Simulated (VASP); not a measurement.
# Ta3N (P4/mmm) in VASP: single point with PBE

Aim: the single point of Ta3N with PBE.

All numbers are computed with VASP 6.6.1; they aren't measurements. Logs are shortened: lines on timing, memory, paths and dates and some standing lists are left out, and cuts for length are marked.

### Step 1. The cell of the first run

It takes space group P4/mmm (No. 123, tetragonal). Conventional cell: a = 2.897 Å, b = 2.897 Å, c = 8.586 Å, α = 90.00°, β = 90.00°, γ = 90.00°. Within 3.6 Å of Ta (site symmetry 4mm) lie 6 Ta at 2.68 to 2.95 Å and 4 N at 3.59 Å. Within 2.7 Å of Ta (site symmetry 4/mmm) lie 4 N at 2.05 Å. Within 2.7 Å of N (site symmetry 4/mmm) lie 4 Ta at 2.05 Å.

The cell was generated, and may not be a known phase.

### Step 2. Single point, PBE

INCAR reads:

```
  PREC = Accurate
  ENCUT = 700
  EDIFF = 1E-6
  ISMEAR = 0
  SIGMA = 0.1
  LREAL = False
  LASPH = True
  NELM = 120
  ALGO = Normal
  ISIF = 2
  LWAVE = False
  LCHARG = False
  GGA = PE
  NBANDS = 30
  GGA_COMPAT = False
```

KPOINTS reads:

```
regular mesh
0
Gamma
  6 6 4
```

POSCAR reads:

```
Ta3N
1.0
    2.0483727144     -2.0483496442      0.0000000000
    2.0483727144      2.0483496442      0.0000000000
    0.0000000000      0.0000000000      8.5857480847
Ta N
3 1
Direct
    0.5000000000      0.5000000000      0.8436916001
    0.5000000000      0.5000000000      0.1563083999
    0.5000000000      0.5000000000      0.5000000000
    0.0000000000      0.0000000000      0.5000000000
```

Potentials or basis: VASP PAW PBE potentials, release 64 (Ta_sv_GW, N).

The run is started by

```sh
> cat potpaw_PBE.64/Ta_sv_GW/POTCAR potpaw_PBE.64/N/POTCAR > POTCAR
> mpirun -np 1 vasp_std > vasp.out
```

OUTCAR:

```text
PREC = Accurate
   ENCUT = 700
   EDIFF = 1E-6
   ISMEAR = 0
   LREAL = False
   LASPH = True
   NELM = 120
   ISIF = 2
   GGA = PE

 ion  position               nearest neighbor table
   1  0.500  0.500  0.844-   2 2.68   3 2.95
   2  0.500  0.500  0.156-   1 2.68   3 2.95
   3  0.500  0.500  0.500-   4 2.05   4 2.05   4 2.05   4 2.05   1 2.95   2 2.95
   4  0.000  0.000  0.500-   3 2.05   3 2.05   3 2.05   3 2.05

  LATTYP: Found a base centered orthorhombic cell.
 ALAT       =     4.0966992884
 B/A-ratio  =     1.0000112628
 C/A-ratio  =     2.0957721034

  Lattice vectors:

 A1 = (  -2.0483727144,  -2.0483496442,   0.0000000000)
 A2 = (   2.0483727144,  -2.0483496442,   0.0000000000)
 A3 = (   0.0000000000,   0.0000000000,   8.5857480847)

Analysis of symmetry for initial positions (statically):
=====================================================================
 Subroutine PRICEL returns:
 Original cell was already a primitive cell.

 Routine SETGRP: Setting up the symmetry group for a
 base centered orthorhombic supercell.

 Subroutine GETGRP returns: Found  8 space group operations
 (whereof  8 operations were pure point group operations)
 out of a pool of  8 trial point group operations.

The static configuration has the point symmetry D_2h.

Analysis of symmetry for dynamics (positions and initial velocities):
=====================================================================
 Subroutine PRICEL returns:
 Original cell was already a primitive cell.

 Routine SETGRP: Setting up the symmetry group for a
 base centered orthorhombic supercell.

 Subroutine GETGRP returns: Found  8 space group operations
 (whereof  8 operations were pure point group operations)
 out of a pool of  8 trial point group operations.

The dynamic configuration has the point symmetry D_2h.

 Subroutine INISYM returns: Found  8 space group operations
 (whereof  8 operations are pure point group operations),
 and found     1 'primitive' translations

----------------------------------------------------------------------------------------

                                     Primitive cell

  volume of cell :      72.0479

  direct lattice vectors                    reciprocal lattice vectors
     2.048372714 -2.048349644  0.000000000     0.244096202 -0.244098951  0.000000000
[... 89 lines left out ...]
   NELM   =    120;   NELMIN=  2; NELMDL= -5     # of ELM steps
   EDIFF  = 0.1E-05   stopping-criterion for ELM
   LREAL  =      F    real-space projection
   EDIFFG = 0.1E-04   stopping-criterion for IOM
   NSW    =      0    number of steps for IOM
   IBRION =     -1    ionic relax: 0-MD 1-quasi-New 2-CG
   NFREE  =      0    steps in history (QN), initial steepest desc. (CG)
   ISIF   =      2    stress and relaxation
   ISYM   =      2    0-nonsym 1-usesym 2-fastsym
   POTIM  = 0.5000    time-step for ionic-motion
   TEBEG  =    0.0;   TEEND  =   0.0 temperature during run
   PSTRESS=    0.0 pullay stress
   NELECT =      44.0000    total number of electrons
   NUPDOWN=      -1.0000    fix difference up-down
   EMIN   =  10.00;   EMAX   =-10.00  energy-range for DOS
   EFERMI =   0.00;   METHOD = LEGACY
   ISMEAR =     0;   SIGMA  =   0.10  broadening in eV -4-tet -1-fermi 0-gaus
   EFERMI_NEDOS =   21; number of points for ismear=-14 and -15
   IALGO  =     38    algorithm
   IMIX   =      4    mixing-type and parameters
     AMIX     =   0.40;   BMIX     =  1.00
     AMIX_MAG =   1.60;   BMIX_MAG =  1.00
  volume/ion in A,a.u.               =      18.01       121.55
  Fermi-wavevector in a.u.,A,eV,Ry     =   1.388946  2.624727 26.247960  1.929171
  Thomas-Fermi vector in A             =   2.513024
   LORBIT       =      0    0 simple, 1 ext, 2 COOP (PROOUT), +10 PAW based schemes
   GGA     = PE    functional components
   LHFCALC =     F    Hartree Fock is set to
   AEXX    =    0.0000 exact exchange contribution
   IVDW    =     0    specifies the selected vdW correction
   LEPSILON=     F    determine dielectric tensor
   LRPA    =     F    only Hartree local field effects (RPA)
 non-spin polarized calculation
 Gauss-broadening in eV      SIGMA  =   0.10
  energy-cutoff  :      700.00
  volume of cell :       72.05
 maximum number of plane-waves:      3048
 NGX is ok and might be reduce to    28
   NGX = 13   NGY = 13   NGZ = 37

 number of electron      43.9999998 magnetization

 Free energy of the ion-electron system (eV)
  ---------------------------------------------------
  ext. energy  EPLUGINS =         0.00000000
  ---------------------------------------------------
  free energy    TOTEN  =       -49.32180479 eV

  energy without entropy =      -49.30380319  energy(sigma->0) =      -49.31280399

 E-fermi :   8.4906     XC(G=0): -11.8779

 val. band max:        8.4891464600   @ k =   0.5000   0.1667   0.2500
 cond. band min:       8.5527453476   @ k =  -0.3333   0.1667   0.0000
 fundamental gap:      0.0635988876
 Fermi energy:         8.4906156978

 k-point     1 :       0.0000    0.0000    0.0000
  band No.  band energies     occupation
      1     -60.0304      2.00000
      2     -59.3732      2.00000
      3     -59.3198      2.00000
      4     -26.4965      2.00000
      5     -26.3157      2.00000
      6     -26.3157      2.00000
[... 781 lines left out ...]
     29      13.2938      0.00000
     30      13.8011      0.00000

 [... further k-points ...]

------------------------ aborting loop because EDIFF is reached ----------------------------------------

  FORCE on cell =-STRESS in cart. coord.  units (eV):
  Direction    XX          YY          ZZ          XY          YZ          ZX
  --------------------------------------------------------------------------------------
  -------------------------------------------------------------------------------------
  Total       -0.1715877     -0.1702614     -0.1556059      0.0000000      0.0000000      0.0000000
  in kB       -3.8157111     -3.7862180     -3.4603140      0.0000000      0.0000000      0.0000000
  external PRESSURE =      -3.6874143 kB  Pullay stress =       0.0000000 kB

 VOLUME and BASIS-vectors are now :
 -----------------------------------------------------------------------------
  energy-cutoff  :      700.00
  volume of cell :       72.05
      direct lattice vectors                 reciprocal lattice vectors
     2.048372714 -2.048349644  0.000000000     0.244096202 -0.244098951  0.000000000
     2.048372714  2.048349644  0.000000000     0.244096202  0.244098951  0.000000000
     0.000000000  0.000000000  8.585748085     0.000000000  0.000000000  0.116472087

 POSITION                                       TOTAL-FORCE (eV/Angst)
 -----------------------------------------------------------------------------------
      2.04837      0.00000      7.24372         0.000000     -0.000000      0.031759
      2.04837      0.00000      1.34202        -0.000000      0.000000     -0.031759
      2.04837      0.00000      4.29287        -0.000000      0.000000      0.000000
      0.00000      0.00000      4.29287         0.000000      0.000000      0.000000
 -----------------------------------------------------------------------------------
    total drift:                                0.000000      0.000000      0.000000

  FREE ENERGIE OF THE ION-ELECTRON SYSTEM (eV)
  ---------------------------------------------------
  free  energy   TOTEN  =       -49.3218047862 eV

  energy  without entropy=      -49.3038031906  energy(sigma->0) =      -49.31280399
```

OSZICAR:

```text
N       E                     dE             d eps       ncg     rms          rms(c)
DAV:   1     0.507978338911E+03    0.50798E+03   -0.31456E+04  2348   0.182E+03
DAV:   2    -0.164620952275E+02   -0.52444E+03   -0.51210E+03  3054   0.457E+02
DAV:   3    -0.545649010984E+02   -0.38103E+02   -0.37430E+02  3302   0.122E+02
[... 12 lines left out ...]
DAV:  16    -0.493218239305E+02    0.43372E-04   -0.98839E-05  3070   0.496E-02    0.478E-01
DAV:  17    -0.493218147248E+02    0.92057E-05   -0.16775E-05  2850   0.215E-02    0.112E-01
DAV:  18    -0.493218082211E+02    0.65037E-05   -0.81965E-06  2644   0.129E-02    0.969E-02
DAV:  19    -0.493218048042E+02    0.34169E-05   -0.17998E-05  3028   0.162E-02    0.405E-02
DAV:  20    -0.493218047862E+02    0.18052E-07   -0.79187E-07  1780   0.426E-03
   1 F= -.49321805E+02 E0= -.49312804E+02  d E =-.180016E-01
```

Wall time 2.1 min (1 thread of Intel Xeon Platinum 8488C (Sapphire Rapids), shared host); peak memory 0.3 GiB.

Results:

```
Free energy            : -49.3218 eV
Pressure               : -0.4 GPa
Largest force          : 0.032 eV/Å
Band gap on the k mesh : zero (bands 22 and 23 overlap by 2.02 eV)
```

Forces on the atoms (eV/Å):
```
Ta   0.000  0.000  0.032
Ta   0.000  0.000 -0.032
Ta   0.000  0.000  0.000
N    0.000  0.000  0.000
```

Levels at points of the mesh, in eV from the Fermi level:
```csv
k point,band 18,band 19,band 20,band 21,band 22,band 23,band 24,band 25,band 26,band 27
"(0.00, 0.00, 0.00)",-3.00,-2.56,-2.56,-2.03,-1.48,-0.72,1.61,1.87,1.87,2.20
"(0.50, 0.00, 0.00)",-2.80,-1.78,-1.74,0.41,0.54,1.40,1.42,2.10,2.56,2.58
"(0.50, 0.50, 0.00)",-1.98,-1.98,-1.87,-1.68,-1.39,-1.39,2.39,2.39,2.83,3.46
"(0.00, 0.00, 0.50)",-2.56,-2.56,-2.30,-2.08,-1.53,-1.44,1.44,1.44,2.10,2.85
"(0.50, 0.00, 0.50)",-2.50,-2.27,-1.04,-1.00,-0.59,1.32,2.09,2.12,2.57,3.63
"(0.50, 0.50, 0.50)",-2.46,-2.40,-2.07,-0.57,-0.46,-0.27,-0.27,1.08,1.08,5.92
```

Caveat: the k points lie up to 0.36 Å⁻¹ apart, too coarse for converged energies and pressures of a metal; spin-orbit coupling is left out, which moves the levels of the heavy elements.

The gap in the log of VASP goes by the Fermi energy; the results here count the filled bands.